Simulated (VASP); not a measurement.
# W (I4/mmm) in VASP: relaxation of cell and atoms with PBEsol

Aim: the relaxation of cell and atoms of W with PBEsol.

Everything below comes from runs of VASP 6.6.1. Logs are shortened: lines on timing, memory, paths and dates and some standing lists are left out, and cuts for length are marked.

## Step 1: The cell of the first run

It takes space group I4/mmm (No. 139, tetragonal). Conventional cell: a = 2.686 Å, b = 2.686 Å, c = 4.438 Å, α = 90.00°, β = 90.00°, γ = 90.00°. Within 3.5 Å of W (site symmetry 4/mmm) lie 12 W at 2.69 to 2.92 Å.

## Step 2: Relaxation of cell and atoms, PBEsol

INCAR reads:

```
ALGO     = Fast           # electronic algorithm
EDIFF    = 1E-7           # SCF threshold, eV
EDIFFG   = -0.01          # ionic threshold
ENCUT    = 600            # plane-wave cutoff, eV
GGA      = PS             # functional
IBRION   = 2              # ionic algorithm
ISIF     = 3              # what is computed and relaxed
ISMEAR   = 0              # smearing method
LASPH    = T              # aspherical terms in the spheres
LCHARG   = F              # write CHGCAR
LREAL    = F              # projectors in reciprocal space
LWAVE    = F              # write WAVECAR
NELM     = 80             # most SCF steps
NSW      = 100            # ionic steps
PREC     = Accurate       # precision mode
SIGMA    = 0.1            # smearing width, eV
```

KPOINTS reads:

```
k-points
0
Gamma
  28 28 28
```

POSCAR reads:

```
W
1.0
   -1.3431616846      1.3431616846      2.2188642146
    1.3431616846     -1.3431616846      2.2188642146
    1.3431616846      1.3431616846     -2.2188642146
W
1
Direct
    0.0000000000      0.0000000000      0.0000000000
```

Potentials or basis: VASP PAW PBE potentials, release 64 (W_sv).

Launch:

```bash
> cat potpaw_PBE.64/W_sv/POTCAR > POTCAR
> mpirun -np 1 vasp_std > vasp.out
```

OUTCAR:

```text
EDIFF = 1E-7
   EDIFFG = -0.01
   ENCUT = 600
   GGA = PS
   IBRION = 2
   ISIF = 3
   ISMEAR = 0
   LASPH = T
   LREAL = F
   NELM = 80
   NSW = 100
   PREC = Accurate

 ion  position               nearest neighbor table
   1  0.000  0.000  0.000-

  LATTYP: Found a body centered tetragonal cell.
 ALAT       =     2.6863233692
 C/A-ratio  =     1.6519710471

  Lattice vectors:

 A1 = (  -1.3431616846,   1.3431616846,   2.2188642146)
 A2 = (   1.3431616846,  -1.3431616846,   2.2188642146)
 A3 = (   1.3431616846,   1.3431616846,  -2.2188642146)

Analysis of symmetry for initial positions (statically):
=====================================================================
 Subroutine PRICEL returns:
 Original cell was already a primitive cell.

 Routine SETGRP: Setting up the symmetry group for a
 body centered tetragonal supercell.

 Subroutine GETGRP returns: Found 16 space group operations
 (whereof 16 operations were pure point group operations)
 out of a pool of 16 trial point group operations.

The static configuration has the point symmetry D_4h.

Analysis of symmetry for dynamics (positions and initial velocities):
=====================================================================
 Subroutine PRICEL returns:
 Original cell was already a primitive cell.

 Routine SETGRP: Setting up the symmetry group for a
 body centered tetragonal supercell.

 Subroutine GETGRP returns: Found 16 space group operations
 (whereof 16 operations were pure point group operations)
 out of a pool of 16 trial point group operations.

The dynamic configuration has the point symmetry D_4h.

 Subroutine INISYM returns: Found 16 space group operations
 (whereof 16 operations are pure point group operations),
 and found     1 'primitive' translations

----------------------------------------------------------------------------------------

                                     Primitive cell

  volume of cell :      16.0121

  direct lattice vectors                    reciprocal lattice vectors
    -1.343161685  1.343161685  2.218864215     0.000000000  0.372256003  0.225340513
     1.343161685 -1.343161685  2.218864215     0.372256003  0.000000000  0.225340513
     1.343161685  1.343161685 -2.218864215     0.372256003  0.372256003  0.000000000

  length of vectors
     2.920877441  2.920877441  2.920877441     0.435146962  0.435146962  0.526449488

  position of ions in fractional coordinates (direct lattice)
     0.000000000  0.000000000  0.000000000

  ion indices of the primitive-cell ions
   primitive index   ion index
                 1           1

----------------------------------------------------------------------------------------

 KPOINTS: k-points

Automatic generation of k-mesh.
 Grid dimensions read from file:
 generate k-points for:   28   28   28

 Generating k-lattice:

  Cartesian coordinates                     Fractional coordinates (reciprocal lattice)
     0.000000000  0.013294857  0.008047875     0.035714286  0.000000000  0.000000000
     0.013294857  0.000000000  0.008047875     0.000000000  0.035714286  0.000000000
     0.013294857  0.013294857  0.000000000     0.000000000  0.000000000  0.035714286

  Length of vectors
     0.015540963  0.015540963  0.018801767

  Shift w.r.t. Gamma in fractional coordinates (k-lattice)
     0.000000000  0.000000000  0.000000000

 Subroutine IBZKPT returns following result:
 ===========================================

 Found   1639 irreducible k-points:

 Following reciprocal coordinates:
            Coordinates               Weight
  0.000000  0.000000  0.000000      1.000000
  0.035714  0.000000  0.000000      8.000000
  0.071429  0.000000  0.000000      8.000000
  0.107143  0.000000 -0.000000      8.000000
  0.142857  0.000000  0.000000      8.000000
  0.178571  0.000000 -0.000000      8.000000
[... 16 lines left out ...]
  0.285714  0.035714 -0.000000     16.000000
  0.321429  0.035714 -0.000000     16.000000
 [... further k-points ...]
   k-points           NKPTS =   1639   k-points in BZ     NKDIM =   1639   number of bands    NBANDS=     11
   number of dos      NEDOS =    301   number of ions     NIONS =      1
   total plane-waves  NPLWV =  13824
   dimension x,y,z NGX =    24 NGY =   24 NGZ =   24
   dimension x,y,z NGXF=    48 NGYF=   48 NGZF=   48
   ions per type =               1
   NGX,Y,Z   is equivalent  to a cutoff of  13.66, 13.66, 13.66 a.u.
   NGXF,Y,Z  is equivalent  to a cutoff of  27.32, 27.32, 27.32 a.u.
 SYSTEM =  unknown system
   PREC   = accura    normal or accurate (medium, high low for compatibility)
   ISTART =      0    job   : 0-new  1-cont  2-samecut
   ICHARG =      2    charge: 1-file 2-atom 10-const
   ISPIN  =      1    spin polarized calculation?
   LNONCOLLINEAR =      F non collinear calculations
   LSORBIT =      F    spin-orbit coupling
   LASPH  =      T    aspherical Exc in radial PAW
   ENCUT  =  600.0 eV  44.10 Ry    6.64 a.u.   5.83  5.83  5.83*2*pi/ulx,y,z
   NELM   =     80;   NELMIN=  2; NELMDL= -5     # of ELM steps
   EDIFF  = 0.1E-06   stopping-criterion for ELM
   LREAL  =      F    real-space projection
   EDIFFG = -.1E-01   stopping-criterion for IOM
   NSW    =    100    number of steps for IOM
   IBRION =      2    ionic relax: 0-MD 1-quasi-New 2-CG
   NFREE  =      1    steps in history (QN), initial steepest desc. (CG)
   ISIF   =      3    stress and relaxation
   ISYM   =      2    0-nonsym 1-usesym 2-fastsym
   POTIM  = 0.5000    time-step for ionic-motion
   TEBEG  =    0.0;   TEEND  =   0.0 temperature during run
   PSTRESS=    0.0 pullay stress
   NELECT =      14.0000    total number of electrons
   NUPDOWN=      -1.0000    fix difference up-down
   EMIN   =  10.00;   EMAX   =-10.00  energy-range for DOS
   EFERMI =   0.00;   METHOD = LEGACY
   ISMEAR =     0;   SIGMA  =   0.10  broadening in eV -4-tet -1-fermi 0-gaus
   EFERMI_NEDOS =   21; number of points for ismear=-14 and -15
   IALGO  =     68    algorithm
   IMIX   =      4    mixing-type and parameters
     AMIX     =   0.40;   BMIX     =  1.00
     AMIX_MAG =   1.60;   BMIX_MAG =  1.00
  volume/ion in A,a.u.               =      16.01       108.05
  Fermi-wavevector in a.u.,A,eV,Ry     =   1.565435  2.958243 33.342262  2.450587
  Thomas-Fermi vector in A             =   2.667912
   LORBIT       =      0    0 simple, 1 ext, 2 COOP (PROOUT), +10 PAW based schemes
   GGA     = PS    functional components
   LHFCALC =     F    Hartree Fock is set to
   AEXX    =    0.0000 exact exchange contribution
   IVDW    =     0    specifies the selected vdW correction
   LEPSILON=     F    determine dielectric tensor
   LRPA    =     F    only Hartree local field effects (RPA)
 conjugate gradient relaxation of ions
 non-spin polarized calculation
 RMM-DIIS sequential band-by-band and
 Gauss-broadening in eV      SIGMA  =   0.10
  energy-cutoff  :      600.00
  volume of cell :       16.01
 maximum number of plane-waves:       549
   NGX = 11   NGY = 11   NGZ = 11

--------------------------------------- Ionic step        1  -------------------------------------------

 number of electron      13.9999999 magnetization

 Free energy of the ion-electron system (eV)
  ---------------------------------------------------
  ext. energy  EPLUGINS =         0.00000000
  ---------------------------------------------------
  free energy    TOTEN  =       -13.40789867 eV

  energy without entropy =      -13.40398942  energy(sigma->0) =      -13.40594404

------------------------ aborting loop because EDIFF is reached ----------------------------------------

  FORCE on cell =-STRESS in cart. coord.  units (eV):
  Direction    XX          YY          ZZ          XY          YZ          ZX
  --------------------------------------------------------------------------------------
  -------------------------------------------------------------------------------------
  Total       -0.0821595     -0.0821595      0.3621390      0.0000000      0.0000000      0.0000000
  in kB       -8.2209278     -8.2209278     36.2358572      0.0000000      0.0000000      0.0000000
  external PRESSURE =       6.5980006 kB  Pullay stress =       0.0000000 kB
[... 125 lines left out ...]
  energy  without entropy=      -13.4049016654  energy(sigma->0) =      -13.40650465

--------------------------------------- Ionic step        5  -------------------------------------------

 number of electron      13.9999999 magnetization

 Free energy of the ion-electron system (eV)
  ---------------------------------------------------
  ext. energy  EPLUGINS =         0.00000000
  ---------------------------------------------------
  free energy    TOTEN  =       -13.41157736 eV

  energy without entropy =      -13.40821679  energy(sigma->0) =      -13.40989707

 E-fermi :  11.0271     XC(G=0): -13.6722

 val. band max:       11.0265391259   @ k =  -0.0357   0.0357   0.0000
 cond. band min:      11.0278587462   @ k =   0.1786   0.0714   0.0714
 fundamental gap:      0.0013196204
 Fermi energy:        11.0271028735

 k-point     1 :       0.0000    0.0000    0.0000
  band No.  band energies     occupation
      1     -63.0369      2.00000
      2     -26.7688      2.00000
      3     -26.5256      2.00000
      4     -26.5256      2.00000
      5       1.5166      2.00000
      6       8.4514      2.00000
      7      10.9895      1.40511
      8      11.1259      0.16226
      9      11.1259      0.16226
     10      14.9863      0.00000
     11      23.9574      0.00000
[... 309 lines left out ...]
 k-point    24 :       0.3214    0.0357   -0.0000
  band No.  band energies     occupation
      1     -62.9402      2.00000
      2     -27.5781      2.00000
      3     -26.9241      2.00000
      4     -26.5561      2.00000
      5       4.6593      2.00000
      6       8.8285      2.00000
      7       9.5906      2.00000
      8      11.5749      0.00000
      9      13.8724      0.00000
     10      14.5284      0.00000
     11      23.1821      0.00000

 [... further k-points ...]
[... 5 lines left out ...]
  --------------------------------------------------------------------------------------
  -------------------------------------------------------------------------------------
  Total       -0.0006323     -0.0006323      0.0006850      0.0000000      0.0000000      0.0000000
  in kB       -0.0630647     -0.0630647      0.0683207      0.0000000      0.0000000      0.0000000
  external PRESSURE =      -0.0192696 kB  Pullay stress =       0.0000000 kB
[... 16 lines left out ...]
  FREE ENERGIE OF THE ION-ELECTRON SYSTEM (eV)
  ---------------------------------------------------
  free  energy   TOTEN  =       -13.4115773579 eV

  energy  without entropy=      -13.4082167886  energy(sigma->0) =      -13.40989707

 reached required accuracy - stopping structural energy minimisation
```

It took 26 min on 1 thread of Oxide Virtual Turin-like, shared host; peak memory 0.44 GiB.

Results:

```
Free energy                           : -13.4116 eV
Relaxed volume                        : 16.06 Å³/atom
Relaxed cell                          : a = 2.941 Å, b = 2.941 Å, c = 2.941 Å, α = 126.06°, β = 126.06°, γ = 79.79°
Space group after relaxing (to 0.1 Å) : I4/mmm (No. 139)
Energy gained by relaxing             : 3.7 meV/atom
Ionic steps                           : 5
Pressure after relaxing               : 0.0 GPa
Band gap on the k mesh                : zero (bands 7 and 8 overlap by 4.50 eV)
```

The path:
```tsv
step	energy change (eV)	largest force (eV/Å)	pressure (GPa)	volume (Å³)
1	0.0000	0.0000	0.66	16.01
2	-0.0030	0.0000	-1.89	16.16
3	-0.0031	0.0000	-1.58	16.15
4	-0.0002	0.0000	4.08	15.87
5	-0.0037	0.0000	0.00	16.06
```

Final structure:
```
W
1.0
    -1.33400    1.33400    2.25682
     1.33400   -1.33400    2.25682
     1.33400    1.33400   -2.25682
W
1
Direct
  0.00000 0.00000 0.00000
```

Levels at points of the mesh, in eV from the Fermi level:
```tsv
k point	band 4	band 5	band 6	band 7	band 8	band 9	band 10	band 11
(0.00, 0.00, 0.00)	-37.55	-9.51	-2.58	-0.04	0.10	0.10	3.96	12.93
(0.50, 0.00, 0.00)	-37.57	-6.11	-2.42	0.11	0.40	4.17	5.04	10.66
(0.50, 0.50, 0.00)	-38.04	-6.05	-4.95	3.70	3.91	4.04	7.16	9.58
(0.50, 0.50, 0.50)	-37.79	-6.21	-4.89	0.61	5.17	5.26	5.26	10.16
```

Caveat: the PAW data sets were made with another functional, which shifts forces and pressure a little; spin-orbit coupling is left out, which moves the levels of the heavy elements.
